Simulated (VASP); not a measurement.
Crystal: Zn2Sb3.

```
Zn Sb
1.0
     3.30456    1.90789    6.01480
    -3.30456    1.90789    6.01480
     0.00000   -3.81578    6.01480
Zn Sb
4 6
Cartesian
  0.0000 0.0000 15.3771
  0.0000 0.0000 11.6895
  0.0000 0.0000 2.6673
  0.0000 0.0000 6.3549
  -1.2805 -1.9079 7.5185
  2.2925 -0.1550 7.5185
  -1.0120 2.0629 7.5185
  1.2805 1.9079 10.5259
  -2.2925 0.1550 10.5259
  1.0120 -2.0629 10.5259
```

| Item | Value |
| --- | --- |
| Program | VASP 6.6.1 |
| Task | relaxation of cell and atoms |
| Functional | PBE |
| Potentials or basis | VASP PAW PBE potentials, release 64 (Zn, Sb) |
| Cutoff | 600 eV |
| k mesh | 3 × 3 × 3 |
| Occupations | gaussian, width 0.1 eV |
| Spin | no spin polarisation |

At the start: pressure 9.2 GPa; volume 22.75 Å³/atom.

How do energy, volume and symmetry change on relaxing?

Over 43 steps the energy falls by 131.8 meV/atom and the volume is 25.46 Å³/atom (+11.9 %); space group R-3c (No. 167, to 0.1 Å) before and after.

The path:
| step | energy change (eV) | largest force (eV/Å) | pressure (GPa) | volume (Å³) |
| --- | --- | --- | --- | --- |
| 1 | 0.0000 | 0.3056 | 9.25 | 227.53 |
| 3 | -0.9047 | 0.2641 | -0.37 | 260.26 |
| 5 | -0.9846 | 0.1573 | -0.30 | 260.05 |
| 7 | -1.0745 | 0.4414 | 0.28 | 257.44 |
| 9 | -1.1511 | 0.2818 | -0.80 | 260.68 |
| 11 | -1.2077 | 0.1049 | 0.47 | 253.01 |
| 13 | -1.2179 | 0.0406 | -0.10 | 255.42 |
| 15 | -1.2204 | 0.0675 | 0.15 | 254.29 |
| 17 | -1.2253 | 0.0727 | -0.02 | 255.19 |
| 19 | -1.2353 | 0.1110 | -0.69 | 259.12 |
| 21 | -1.2378 | 0.1108 | -0.67 | 259.14 |
| 23 | -1.2489 | 0.0975 | -0.64 | 259.24 |
| 25 | -1.2608 | 0.1154 | -0.39 | 258.61 |
| 27 | -1.2637 | 0.1668 | 0.92 | 252.22 |
| 29 | -1.2728 | 0.1383 | 0.25 | 255.22 |
| 31 | -1.2875 | 0.1087 | -0.11 | 255.79 |
| 33 | -1.2963 | 0.0770 | 0.11 | 254.16 |
| 35 | -1.3009 | 0.0903 | -0.06 | 254.80 |
| 37 | -1.3073 | 0.0863 | -0.52 | 257.04 |
| 39 | -1.3158 | 0.0386 | -0.32 | 256.12 |
| 41 | -1.3164 | 0.0225 | -0.26 | 255.85 |
| 43 | -1.3180 | 0.0153 | -0.01 | 254.63 |

Final structure:
```yaml
crystal:
  lattice:
    - [3.56172, 2.05636, 5.79430]
    - [-3.56172, 2.05636, 5.79430]
    - [0.00000, -4.11272, 5.79430]
  atoms:
    - { symbol: Zn, position: [0.87279, 0.87279, 0.87279] }
    - { symbol: Zn, position: [0.62721, 0.62721, 0.62721] }
    - { symbol: Zn, position: [0.12721, 0.12721, 0.12721] }
    - { symbol: Zn, position: [0.37279, 0.37279, 0.37279] }
    - { symbol: Sb, position: [0.02454, 0.47546, 0.75000] }
    - { symbol: Sb, position: [0.75000, 0.02454, 0.47546] }
    - { symbol: Sb, position: [0.47546, 0.75000, 0.02454] }
    - { symbol: Sb, position: [0.97546, 0.52454, 0.25000] }
    - { symbol: Sb, position: [0.25000, 0.97546, 0.52454] }
    - { symbol: Sb, position: [0.52454, 0.25000, 0.97546] }
```

Caveat: the k points lie up to 0.36 Å⁻¹ apart in the final cell, too coarse for converged energies and pressures of a metal.
